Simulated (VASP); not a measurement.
ZnGeW2Se4: single point with PBE

ZnGeW2Se4:

```xyz
8
Lattice="0.0000 5.6136 0.0000 5.6136 0.0000 0.0000 2.8068 2.8068 -5.5260" Properties=species:S:1:pos:R:3 pbc="T T T"
W     5.6136    2.8068   -2.7630
W     2.8068    5.6136   -2.7630
Ge    2.8068    2.8068    0.0000
Zn    0.0000    0.0000    0.0000
Se    4.2422    4.2422   -4.1589
Se    1.4354    4.1782   -1.3671
Se    6.9850    6.9850   -4.1589
Se    4.1782    1.4354   -1.3671
```

| Property | Result |
| --- | --- |
| Program | VASP 6.6.1 |
| Task | single point |
| Functional | PBE |
| Potentials or basis | VASP PAW PBE potentials, release 64 (W_sv, Ge_d, Zn, Se) |
| Cutoff | 500 eV |
| k mesh | 7 × 7 × 7 |
| Occupations | fermi-dirac, width 0.1 eV |
| Spin | no spin polarisation |

```
Largest force : 1.119 eV/Å
```

Forces on the atoms (eV/Å):
```
W    0.000  0.000  0.000
W    0.000  0.000  0.000
Ge   0.000  0.000  0.000
Zn   0.000  0.000  0.000
Se  -0.679 -0.679  0.574
Se  -0.679  0.679 -0.574
Se   0.679  0.679  0.574
Se   0.679 -0.679 -0.574
```

Levels at points of the mesh, in eV from the Fermi level:
```
           k point  band 37  band 38  band 39  band 40  band 41  band 42
(0.00, 0.00, 0.00)    -0.70    -0.10    -0.09     0.25     0.27     0.30
```

It took 9.8 min on 1 thread of Intel Xeon 8259CL, on a shared host, peak memory 0.5 GiB.

Caveat: the cell carries a net charge on a neutralising background, which shifts energy and pressure; the cell is charged against a uniform background, so pressure and absolute levels hang on convention; spin-orbit coupling is left out, which moves the levels of the heavy elements; forces of over 1 eV/Å act on the atoms, so gaps and moduli don't describe the material at rest.
